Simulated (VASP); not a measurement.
# Zn5S3O2 in VASP: further runs, part 2 of 2

VASP 6.6.1.

## 3. Single point, PBE

INCAR

```
ALGO = Normal ; EDIFF = 1E-6
ENCUT = 520 ; GGA = PE
ISIF = 2 ; ISMEAR = 0
LASPH = T ; LCHARG = F
LREAL = F ; LWAVE = F
NBANDS = 56 ; NELM = 60
PREC = Accurate ; SIGMA = 0.1
```

KPOINTS

```
k-points
0
Gamma
  4 4 4
```

POSCAR

```
Zn5S3O2
1.0
    0.0008492674     -3.6578936166      0.0012305928
    3.6543669873     -0.0008340648      0.0017731191
   -1.8202108017      1.8240511412     12.4509810404
Zn S O
5 3 2
Direct
    0.6931042746      0.6932443452      0.3861597753
    0.1148935247      0.1153075300      0.2291289916
    0.5002856641      0.4998429620      0.0000175250
    0.8852701510      0.8844802016      0.7708939417
    0.3070985323      0.3063821866      0.6138801735
    0.0573633454      0.5581941628      0.1146257069
    0.4423194637      0.9427637080      0.8853215014
    0.2497710605      0.7498310098      0.4999760617
    0.8461912004      0.3458698375      0.6926148713
    0.6537027834      0.1540840565      0.3073814516
```

Potentials or basis: VASP PAW PBE potentials, release 64 (Zn, S, O).

The run is started by

```console
$ cat potpaw_PBE.64/Zn/POTCAR potpaw_PBE.64/S/POTCAR potpaw_PBE.64/O/POTCAR > POTCAR
$ mpirun -np 1 vasp_std > vasp.out
```

OUTCAR:

```text
EDIFF = 1E-6
   ENCUT = 520
   GGA = PE
   ISIF = 2
   ISMEAR = 0
   LASPH = T
   LREAL = F
   NELM = 60
   PREC = Accurate

 ion  position               nearest neighbor table
   1  0.693  0.693  0.386-  10 2.07  10 2.07   8 2.31   8 2.31
   2  0.115  0.115  0.229-  10 2.07  10 2.07   6 2.32   6 2.32
   3  0.500  0.500  0.000-   7 2.32   7 2.32   6 2.32   6 2.32
   4  0.885  0.884  0.771-   9 2.07   9 2.07   7 2.32   7 2.32
   5  0.307  0.306  0.614-   9 2.07   9 2.08   8 2.31   8 2.31
   6  0.057  0.558  0.115-   2 2.32   2 2.32   3 2.32   3 2.32
   7  0.442  0.943  0.885-   4 2.32   3 2.32   4 2.32   3 2.32
   8  0.250  0.750  0.500-   5 2.31   5 2.31   1 2.31   1 2.31
   9  0.846  0.346  0.693-   4 2.07   4 2.07   5 2.07   5 2.08
  10  0.654  0.154  0.307-   2 2.07   2 2.07   1 2.07   1 2.07

  LATTYP: Found a triclinic cell.
 ALAT       =     3.6543675126
 B/A-ratio  =     1.4145702041
 C/A-ratio  =     3.4811603676
 COS(alpha) =     0.0000222042
 COS(beta)  =     0.1447530128
 COS(gamma) =     0.7066025976

  Lattice vectors:

 A1 = (   3.6543669873,  -0.0008340648,   0.0017731191)
 A2 = (   3.6535177199,   3.6570595518,   0.0005425263)
 A3 = (   1.8350054530,  -1.8346765402,  12.4539847523)

Analysis of symmetry for initial positions (statically):
=====================================================================
 Subroutine PRICEL returns:
 Original cell was already a primitive cell.

 Routine SETGRP: Setting up the symmetry group for a
 triclinic supercell.

 Subroutine GETGRP returns: Found  1 space group operations
 (whereof  1 operations were pure point group operations)
 out of a pool of  2 trial point group operations.

The static configuration has the point symmetry C_1 .

Analysis of symmetry for dynamics (positions and initial velocities):
=====================================================================
 Subroutine PRICEL returns:
 Original cell was already a primitive cell.

 Routine SETGRP: Setting up the symmetry group for a
 triclinic supercell.

 Subroutine GETGRP returns: Found  1 space group operations
 (whereof  1 operations were pure point group operations)
 out of a pool of  2 trial point group operations.

The dynamic configuration has the point symmetry C_1 .

 Subroutine INISYM returns: Found  1 space group operations
 (whereof  1 operations are pure point group operations),
 and found     1 'primitive' translations

----------------------------------------------------------------------------------------

                                     Primitive cell

  volume of cell :     166.4558

  direct lattice vectors                    reciprocal lattice vectors
     0.000849267 -3.657893617  0.001230593    -0.000081819 -0.273367929  0.040036054
     3.654366987 -0.000834065  0.001773119     0.273625818  0.000076982  0.039990122
    -1.820210802  1.824051141 12.450981040    -0.000038958  0.000027007  0.080305305

  length of vectors
     3.657893922  3.654367513 12.714844034     0.276284123  0.276532646  0.080305319

  position of ions in fractional coordinates (direct lattice)
     0.693104275  0.693244345  0.386159775
[... 48 lines left out ...]

 Following reciprocal coordinates:
            Coordinates               Weight
  0.000000  0.000000  0.000000      1.000000
  0.250000  0.000000  0.000000      2.000000
  0.500000  0.000000  0.000000      1.000000
  0.000000  0.250000  0.000000      2.000000
  0.250000  0.250000  0.000000      2.000000
  0.500000  0.250000  0.000000      2.000000
[... 16 lines left out ...]
 -0.000000 -0.250000  0.250000      2.000000
  0.250000 -0.250000  0.250000      2.000000
 [... further k-points ...]
   k-points           NKPTS =     36   k-points in BZ     NKDIM =     36   number of bands    NBANDS=     56
   number of dos      NEDOS =    301   number of ions     NIONS =     10
   total plane-waves  NPLWV =  75264
   dimension x,y,z NGX =    28 NGY =   28 NGZ =   96
   dimension x,y,z NGXF=    56 NGYF=   56 NGZF=  192
   ions per type =               5   3   2
   NGX,Y,Z   is equivalent  to a cutoff of  12.73, 12.74, 12.55 a.u.
   NGXF,Y,Z  is equivalent  to a cutoff of  25.45, 25.48, 25.10 a.u.
 SYSTEM =  unknown system
   PREC   = accura    normal or accurate (medium, high low for compatibility)
   ISTART =      0    job   : 0-new  1-cont  2-samecut
   ICHARG =      2    charge: 1-file 2-atom 10-const
   ISPIN  =      1    spin polarized calculation?
   LNONCOLLINEAR =      F non collinear calculations
   LSORBIT =      F    spin-orbit coupling
   LASPH  =      T    aspherical Exc in radial PAW
   ENCUT  =  520.0 eV  38.22 Ry    6.18 a.u.   6.80  6.79 23.64*2*pi/ulx,y,z
   NELM   =     60;   NELMIN=  2; NELMDL= -5     # of ELM steps
   EDIFF  = 0.1E-05   stopping-criterion for ELM
   LREAL  =      F    real-space projection
   EDIFFG = 0.1E-04   stopping-criterion for IOM
   NSW    =      0    number of steps for IOM
   IBRION =     -1    ionic relax: 0-MD 1-quasi-New 2-CG
   NFREE  =      0    steps in history (QN), initial steepest desc. (CG)
   ISIF   =      2    stress and relaxation
   ISYM   =      2    0-nonsym 1-usesym 2-fastsym
   POTIM  = 0.5000    time-step for ionic-motion
   TEBEG  =    0.0;   TEEND  =   0.0 temperature during run
   PSTRESS=    0.0 pullay stress
   NELECT =      90.0000    total number of electrons
   NUPDOWN=      -1.0000    fix difference up-down
   EMIN   =  10.00;   EMAX   =-10.00  energy-range for DOS
   EFERMI =   0.00;   METHOD = LEGACY
   ISMEAR =     0;   SIGMA  =   0.10  broadening in eV -4-tet -1-fermi 0-gaus
   EFERMI_NEDOS =   21; number of points for ismear=-14 and -15
   IALGO  =     38    algorithm
   IMIX   =      4    mixing-type and parameters
     AMIX     =   0.40;   BMIX     =  1.00
     AMIX_MAG =   1.60;   BMIX_MAG =  1.00
  volume/ion in A,a.u.               =      16.65       112.33
  Fermi-wavevector in a.u.,A,eV,Ry     =   1.333693  2.520315 24.201202  1.778738
  Thomas-Fermi vector in A             =   2.462532
   LORBIT       =      0    0 simple, 1 ext, 2 COOP (PROOUT), +10 PAW based schemes
   GGA     = PE    functional components
   LHFCALC =     F    Hartree Fock is set to
   AEXX    =    0.0000 exact exchange contribution
   IVDW    =     0    specifies the selected vdW correction
   LEPSILON=     F    determine dielectric tensor
   LRPA    =     F    only Hartree local field effects (RPA)
 non-spin polarized calculation
 Gauss-broadening in eV      SIGMA  =   0.10
  energy-cutoff  :      520.00
  volume of cell :      166.46
 maximum number of plane-waves:      4526
   NGX = 13   NGY = 13   NGZ = 47

 number of electron      89.9999961 magnetization

 Free energy of the ion-electron system (eV)
  ---------------------------------------------------
  ext. energy  EPLUGINS =         0.00000000
  ---------------------------------------------------
  free energy    TOTEN  =       -37.48381421 eV

  energy without entropy =      -37.48381421  energy(sigma->0) =      -37.48381421

 E-fermi :   2.3197     XC(G=0): -10.0258

 val. band max:        1.8886805404   @ k =   0.0000   0.0000   0.0000
 cond. band min:       2.7344992966   @ k =   0.0000   0.0000   0.0000
 fundamental gap:      0.8458187561
 Fermi energy:         2.3197025801

 k-point     1 :       0.0000    0.0000    0.0000
  band No.  band energies     occupation
      1     -15.4631      2.00000
      2     -15.4470      2.00000
      3     -11.0252      2.00000
      4     -10.7066      2.00000
      5     -10.4292      2.00000
      6      -4.5503      2.00000
[... 1405 lines left out ...]
     55       9.0178      0.00000
     56       9.8328      0.00000

 [... further k-points ...]
[... 5 lines left out ...]
  --------------------------------------------------------------------------------------
  -------------------------------------------------------------------------------------
  Total        0.4789759      0.3497616      0.2494824      0.0126250      0.0335966     -0.0499481
  in kB        4.6102587      3.3665399      2.4013284      0.1215188      0.3233753     -0.4807630
  external PRESSURE =       3.4593757 kB  Pullay stress =       0.0000000 kB

 VOLUME and BASIS-vectors are now :
 -----------------------------------------------------------------------------
  energy-cutoff  :      520.00
  volume of cell :      166.46
      direct lattice vectors                 reciprocal lattice vectors
     0.000849267 -3.657893617  0.001230593    -0.000081819 -0.273367929  0.040036054
     3.654366987 -0.000834065  0.001773119     0.273625818  0.000076982  0.039990122
    -1.820210802  1.824051141 12.450981040    -0.000038958  0.000027007  0.080305305

 POSITION                                       TOTAL-FORCE (eV/Angst)
 -----------------------------------------------------------------------------------
      1.83107     -1.83150      4.81015        -0.001167      0.001168      0.015951
      0.00441     -0.00242      2.85323        -0.003618      0.001106     -0.025039
      1.82700     -1.83038      0.00172        -0.000027      0.000070      0.002591
      1.82978     -1.83281      9.60104         0.002550     -0.000431      0.030641
      0.00250     -0.00384      7.64433         0.001974     -0.000126     -0.011893
      1.83125     -0.00121      1.42826        -0.000925      0.001527      0.007021
      1.83411     -0.00387     11.02534         0.000857     -0.000846     -0.011998
      1.83031     -0.00228      6.22683         0.000900     -0.000668     -0.001928
      0.00395     -1.83220      8.62539        -0.000449     -0.000339     -0.013682
      0.00414     -1.83062      3.82828        -0.000094     -0.001460      0.008337
 -----------------------------------------------------------------------------------
    total drift:                               -0.000011      0.000109      0.000083

  FREE ENERGIE OF THE ION-ELECTRON SYSTEM (eV)
  ---------------------------------------------------
  free  energy   TOTEN  =       -37.4838142127 eV

  energy  without entropy=      -37.4838142127  energy(sigma->0) =      -37.48381421
```

Run time: 11 min. Hardware: 1 thread of AMD EPYC 7R13, shared host; peak memory 0.39 GiB.

What came out:

| Item | Value |
| --- | --- |
| Free energy | -37.4838 eV |
| Pressure | 0.3 GPa |
| Largest force | 0.031 eV/Å |
| Band gap on the k mesh | 0.85 eV, direct |

Forces in eV/Å, atoms in the order of the input:
```
Zn  -0.001  0.001  0.016
Zn  -0.004  0.001 -0.025
Zn   0.000  0.000  0.003
Zn   0.003  0.000  0.031
Zn   0.002  0.000 -0.012
S   -0.001  0.002  0.007
S    0.001 -0.001 -0.012
S    0.001 -0.001 -0.002
O    0.000  0.000 -0.014
O    0.000 -0.001  0.008
```

Caveat: the k points lie up to 0.43 Å⁻¹ apart.
